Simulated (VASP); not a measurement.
# Tm3BF in VASP: settings compared

The runs below take Tm3BF through single point, with PBE, PBE+D3(BJ).

All numbers are computed with VASP 6.6.1; they aren't measurements. Logs are shortened: lines on timing, memory, paths and dates and some standing lists are left out, and cuts for length are marked.

**1. The cell of the first run**

The typed cell holds 5 atoms: a = 4.908 Å, b = 4.908 Å, c = 5.029 Å, α = 90.00°, β = 90.00°, γ = 90.00°.

The cell was built from a structure type or drawn by symmetry, and may not be a known phase.

**2. Single point, PBE**

File INCAR:

```
SYSTEM = Tm3BF
PREC = Accurate
ENCUT = 600
EDIFF = 1E-6
ISMEAR = 0
SIGMA = 0.1
LREAL = .FALSE.
LASPH = .TRUE.
NELM = 200
ALGO = Normal
ISIF = 2
LWAVE = .FALSE.
LCHARG = .FALSE.
GGA = PE
NBANDS = 26
GGA_COMPAT = .FALSE.
LMAXMIX = 6
```

File KPOINTS:

```
Automatic mesh
0
G
  4 4 4
  0 0 0
```

File POSCAR:

```
Tm3BF
1.0
    4.9075103098      0.0000000000      0.0000000000
    0.0000000000      4.9075103098      0.0000000000
    0.0000000000      0.0000000000      5.0289791280
Tm B F
3 1 1
Direct
    0.5000000000      0.0000000000      0.3874830647
    0.5000000000      0.5000000000      0.8875035252
    0.0000000000      0.5000000000      0.3874830647
    0.5000000000      0.5000000000      0.3875984769
    0.0000000000      0.0000000000      1.3875318184
```

Potentials or basis: VASP PAW PBE potentials, release 64 (Tm_3, B, F), 4f in core.

The run is started by

```
$ cat potpaw_PBE.64/Tm_3/POTCAR potpaw_PBE.64/B/POTCAR potpaw_PBE.64/F/POTCAR > POTCAR
$ mpirun -np 1 vasp_std > vasp.out
```

OUTCAR:

```text
SYSTEM = Tm3BF
   PREC = Accurate
   ENCUT = 600
   EDIFF = 1E-6
   ISMEAR = 0
   LREAL = .FALSE.
   LASPH = .TRUE.
   NELM = 200
   ISIF = 2
   GGA = PE

 ion  position               nearest neighbor table
   1  0.500  0.000  0.387-   5 2.45   5 2.45   4 2.45   4 2.45   3 3.47   3 3.47   3 3.47   3 3.47
                             2 3.51   2 3.51   2 3.51   2 3.51
   2  0.500  0.500  0.888-   4 2.51   4 2.51   3 3.51   1 3.51   1 3.51   3 3.51   1 3.51   1 3.51
                             3 3.51   3 3.51
   3  0.000  0.500  0.387-   5 2.45   5 2.45   4 2.45   4 2.45   1 3.47   1 3.47   1 3.47   1 3.47
                             2 3.51   2 3.51   2 3.51   2 3.51
   4  0.500  0.500  0.388-   1 2.45   3 2.45   1 2.45   3 2.45   2 2.51   2 2.51
   5  0.000  0.000  0.388-   1 2.45   3 2.45   3 2.45   1 2.45

  LATTYP: Found a simple tetragonal cell.
 ALAT       =     4.9075103098
 C/A-ratio  =     1.0247516175

  Lattice vectors:

 A1 = (   4.9075103098,   0.0000000000,   0.0000000000)
 A2 = (   0.0000000000,   4.9075103098,   0.0000000000)
 A3 = (   0.0000000000,   0.0000000000,   5.0289791280)

Analysis of symmetry for initial positions (statically):
=====================================================================
 Subroutine PRICEL returns:
 Original cell was already a primitive cell.

 Routine SETGRP: Setting up the symmetry group for a
 simple tetragonal supercell.

 Subroutine GETGRP returns: Found  8 space group operations
 (whereof  8 operations were pure point group operations)
 out of a pool of 16 trial point group operations.

The static configuration has the point symmetry C_4v.

Analysis of symmetry for dynamics (positions and initial velocities):
=====================================================================
 Subroutine PRICEL returns:
 Original cell was already a primitive cell.

 Routine SETGRP: Setting up the symmetry group for a
 simple tetragonal supercell.

 Subroutine GETGRP returns: Found  8 space group operations
 (whereof  8 operations were pure point group operations)
 out of a pool of 16 trial point group operations.

The dynamic configuration has the point symmetry C_4v.

 Subroutine INISYM returns: Found  8 space group operations
 (whereof  8 operations are pure point group operations),
 and found     1 'primitive' translations

----------------------------------------------------------------------------------------

                                     Primitive cell

  volume of cell :     121.1162

  direct lattice vectors                    reciprocal lattice vectors
     4.907510310  0.000000000  0.000000000     0.203769312  0.000000000  0.000000000
     0.000000000  4.907510310  0.000000000     0.000000000  0.203769312  0.000000000
     0.000000000  0.000000000  5.028979128     0.000000000  0.000000000  0.198847514

  length of vectors
     4.907510310  4.907510310  5.028979128     0.203769312  0.203769312  0.198847514

  position of ions in fractional coordinates (direct lattice)
     0.500000000  0.000000000  0.387483065
     0.500000000  0.500000000  0.887503525
     0.000000000  0.500000000  0.387483065
     0.500000000  0.500000000  0.387598477
     0.000000000  0.000000000  0.387531818

  ion indices of the primitive-cell ions
   primitive index   ion index
                 1           1
                 2           2
                 3           3
                 4           4
                 5           5

----------------------------------------------------------------------------------------

 KPOINTS: Automatic mesh

Automatic generation of k-mesh.
 Grid dimensions read from file:
 generate k-points for:    4    4    4

 Generating k-lattice:

  Cartesian coordinates                     Fractional coordinates (reciprocal lattice)
     0.050942328  0.000000000  0.000000000     0.250000000  0.000000000  0.000000000
     0.000000000  0.050942328  0.000000000     0.000000000  0.250000000  0.000000000
     0.000000000  0.000000000  0.049711879     0.000000000  0.000000000  0.250000000

  Length of vectors
     0.050942328  0.050942328  0.049711879

  Shift w.r.t. Gamma in fractional coordinates (k-lattice)
     0.000000000  0.000000000  0.000000000

 Subroutine IBZKPT returns following result:
 ===========================================

 Found     18 irreducible k-points:

 Following reciprocal coordinates:
            Coordinates               Weight
  0.000000  0.000000  0.000000      1.000000
  0.250000  0.000000  0.000000      4.000000
  0.500000  0.000000  0.000000      2.000000
  0.250000  0.250000  0.000000      4.000000
  0.500000  0.250000  0.000000      4.000000
  0.500000  0.500000  0.000000      1.000000
[... 10 lines left out ...]
  0.500000  0.250000  0.500000      4.000000
  0.500000  0.500000  0.500000      1.000000
   k-points           NKPTS =     18   k-points in BZ     NKDIM =     18   number of bands    NBANDS=     26
   number of dos      NEDOS =    301   number of ions     NIONS =      5
   total plane-waves  NPLWV =  64000
   dimension x,y,z NGX =    40 NGY =   40 NGZ =   40
   dimension x,y,z NGXF=    80 NGYF=   80 NGZF=   80
   ions per type =               3   1   1
   NGX,Y,Z   is equivalent  to a cutoff of  13.55, 13.55, 13.22 a.u.
   NGXF,Y,Z  is equivalent  to a cutoff of  27.10, 27.10, 26.45 a.u.
 SYSTEM =  Tm3BF
   PREC   = accura    normal or accurate (medium, high low for compatibility)
   ISTART =      0    job   : 0-new  1-cont  2-samecut
   ICHARG =      2    charge: 1-file 2-atom 10-const
   ISPIN  =      1    spin polarized calculation?
   LNONCOLLINEAR =      F non collinear calculations
   LSORBIT =      F    spin-orbit coupling
   LASPH  =      T    aspherical Exc in radial PAW
   ENCUT  =  600.0 eV  44.10 Ry    6.64 a.u.   9.80  9.80 10.04*2*pi/ulx,y,z
   NELM   =    200;   NELMIN=  2; NELMDL= -5     # of ELM steps
   EDIFF  = 0.1E-05   stopping-criterion for ELM
   LREAL  =      F    real-space projection
   EDIFFG = 0.1E-04   stopping-criterion for IOM
   NSW    =      0    number of steps for IOM
   IBRION =     -1    ionic relax: 0-MD 1-quasi-New 2-CG
   NFREE  =      0    steps in history (QN), initial steepest desc. (CG)
   ISIF   =      2    stress and relaxation
   ISYM   =      2    0-nonsym 1-usesym 2-fastsym
   POTIM  = 0.5000    time-step for ionic-motion
   TEBEG  =    0.0;   TEEND  =   0.0 temperature during run
   PSTRESS=    0.0 pullay stress
   NELECT =      37.0000    total number of electrons
   NUPDOWN=      -1.0000    fix difference up-down
   EMIN   =  10.00;   EMAX   =-10.00  energy-range for DOS
   EFERMI =   0.00;   METHOD = LEGACY
   ISMEAR =     0;   SIGMA  =   0.10  broadening in eV -4-tet -1-fermi 0-gaus
   EFERMI_NEDOS =   21; number of points for ismear=-14 and -15
   IALGO  =     38    algorithm
   IMIX   =      4    mixing-type and parameters
     AMIX     =   0.40;   BMIX     =  1.00
     AMIX_MAG =   1.60;   BMIX_MAG =  1.00
  volume/ion in A,a.u.               =      24.22       163.47
  Fermi-wavevector in a.u.,A,eV,Ry     =   1.102575  2.083564 16.540204  1.215671
  Thomas-Fermi vector in A             =   2.239020
   LORBIT       =      0    0 simple, 1 ext, 2 COOP (PROOUT), +10 PAW based schemes
   GGA     = PE    functional components
   LHFCALC =     F    Hartree Fock is set to
   AEXX    =    0.0000 exact exchange contribution
   IVDW    =     0    specifies the selected vdW correction
   LEPSILON=     F    determine dielectric tensor
   LRPA    =     F    only Hartree local field effects (RPA)
 non-spin polarized calculation
 Gauss-broadening in eV      SIGMA  =   0.10
  energy-cutoff  :      600.00
  volume of cell :      121.12
 maximum number of plane-waves:      4068
 NGX is ok and might be reduce to    40
   NGX = 19   NGY = 19   NGZ = 21

 number of electron      36.9999999 magnetization

 Free energy of the ion-electron system (eV)
  ---------------------------------------------------
  ext. energy  EPLUGINS =         0.00000000
  ---------------------------------------------------
  free energy    TOTEN  =       -26.12747943 eV

  energy without entropy =      -26.10146017  energy(sigma->0) =      -26.11446980

 E-fermi :   2.4176     XC(G=0):  -9.2441

 val. band max:        2.4128492259   @ k =   0.5000   0.0000   0.5000
 cond. band min:       2.4237902176   @ k =   0.5000   0.5000   0.0000
 fundamental gap:      0.0109409918
 Fermi energy:         2.4175917289

 k-point     1 :       0.0000    0.0000    0.0000
  band No.  band energies     occupation
      1     -23.3538      2.00000
      2     -23.3538      2.00000
      3     -23.2833      2.00000
      4     -23.1754      2.00000
      5     -23.1754      2.00000
      6     -23.1346      2.00000
[... 18 lines left out ...]
     25       5.8221      0.00000
     26       5.8344      0.00000

 k-point     2 :       0.2500    0.0000    0.0000
  band No.  band energies     occupation
      1     -23.7841      2.00000
      2     -23.3235      2.00000
      3     -23.2565      2.00000
      4     -23.1961      2.00000
      5     -23.1884      2.00000
      6     -23.1454      2.00000
[... 18 lines left out ...]
     25       5.7512      0.00000
     26       5.9035      0.00000

 k-point     3 :       0.5000    0.0000    0.0000
  band No.  band energies     occupation
      1     -23.9967      2.00000
      2     -23.2790      2.00000
      3     -23.2161      2.00000
      4     -23.2147      2.00000
      5     -23.1776      2.00000
      6     -23.1690      2.00000
[... 398 lines left out ...]
 k-point    17 :       0.5000    0.2500    0.5000
  band No.  band energies     occupation
      1     -24.2213      2.00000
      2     -23.3212      2.00000
      3     -23.2771      2.00000
      4     -23.1690      2.00000
      5     -23.1442      2.00000
      6     -23.0679      2.00000
[... 18 lines left out ...]
     25       5.4403      0.00000
     26       6.4499      0.00000

 k-point    18 :       0.5000    0.5000    0.5000
  band No.  band energies     occupation
      1     -24.3835      2.00000
      2     -23.3206      2.00000
      3     -23.3206      2.00000
      4     -23.2407      2.00000
      5     -23.0753      2.00000
      6     -23.0248      2.00000
[... 18 lines left out ...]
     25       6.4410      0.00000
     26       6.4718      0.00000

------------------------ aborting loop because EDIFF is reached ----------------------------------------

  FORCE on cell =-STRESS in cart. coord.  units (eV):
  Direction    XX          YY          ZZ          XY          YZ          ZX
  --------------------------------------------------------------------------------------
  -------------------------------------------------------------------------------------
  Total        0.5920325      0.5920325      0.4727596      0.0000000     -0.0000000      0.0000000
  in kB        7.8316600      7.8316600      6.2538672      0.0000000     -0.0000000      0.0000000
  external PRESSURE =       7.3057291 kB  Pullay stress =       0.0000000 kB

 VOLUME and BASIS-vectors are now :
 -----------------------------------------------------------------------------
  energy-cutoff  :      600.00
  volume of cell :      121.12
      direct lattice vectors                 reciprocal lattice vectors
     4.907510310  0.000000000  0.000000000     0.203769312  0.000000000  0.000000000
     0.000000000  4.907510310  0.000000000     0.000000000  0.203769312  0.000000000
     0.000000000  0.000000000  5.028979128     0.000000000  0.000000000  0.198847514

 POSITION                                       TOTAL-FORCE (eV/Angst)
 -----------------------------------------------------------------------------------
      2.45376      0.00000      1.94864        -0.000000      0.000000      0.000682
      2.45376      2.45376      4.46324         0.000000     -0.000000      0.000652
      0.00000      2.45376      1.94864         0.000000      0.000000      0.000682
      2.45376      2.45376      1.94922         0.000000      0.000000     -0.001565
      0.00000      0.00000      1.94889         0.000000      0.000000     -0.000450
 -----------------------------------------------------------------------------------
    total drift:                               -0.000000      0.000000     -0.000032

  FREE ENERGIE OF THE ION-ELECTRON SYSTEM (eV)
  ---------------------------------------------------
  free  energy   TOTEN  =       -26.1274794310 eV

  energy  without entropy=      -26.1014601719  energy(sigma->0) =      -26.11446980
```

Run time: 33 s. Hardware: 1 thread of Intel Xeon 6975P-C (Granite Rapids), shared host; peak memory 0.27 GiB.

What came out:

| Quantity | Value |
| --- | --- |
| Free energy | -26.1275 eV |
| Pressure | 0.7 GPa |
| Band gap on the k mesh | zero (an odd number of electrons rules out a gap without spin polarisation) |

Caveat: spin-orbit coupling is left out, which moves the levels of the heavy elements; the 4f electrons are frozen in the core, so they carry no moment and show no levels; an odd number of electrons without spin polarisation forces a metal; a magnetic or distorted state may lie lower; the run has no spin polarisation, though such a crystal can be magnetic.

(Continued in part 2 of 2.)
